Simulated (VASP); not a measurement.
Runs of VASP 6.6.1 on NaF. The structure is that of space group Pm-3m (No. 221), or close to it. The cells are those of the table. 

| task | cell | k mesh | smearing | gap on the mesh (eV) | pressure (GPa) |
| --- | --- | --- | --- | --- | --- |
| single point | a = 2.280 Å, 2 atoms | 10 × 10 × 10 | gaussian 0.02 eV | 12.61 | 164.0 |
| relaxation of cell and atoms | relaxed to 160 GPa from a = 2.281 Å, 2 atoms | 10 × 10 × 10 | gaussian 0.01 eV | 12.50 | 160.0 |
| relaxation of cell and atoms | relaxed to 160 GPa from a = 2.281 Å, 2 atoms | 8 × 8 × 8 | gaussian 0.1 eV | 12.50 | 160.0 |
| single point | a = 2.280 Å, 2 atoms | 10 × 10 × 10 | gaussian 0.01 eV | 12.61 | 164.0 |
| single point | a = 2.281 Å, 2 atoms | 8 × 8 × 8 | gaussian 0.1 eV | 12.59 | (a) |

Alike in all rows: level PBE; potentials or basis VASP PAW PBE potentials, release 64 (Na_pv, F); no spin polarisation; cutoff (eV) 600.

Task: Estimate the missing entries.

Result: (a) 163.3.

Caveats: the cell stands under pressure (at least some runs); the cell is relaxed towards a set pressure, so the run minimises the enthalpy, not the energy (at least some runs).

A k mesh can miss the band edges.
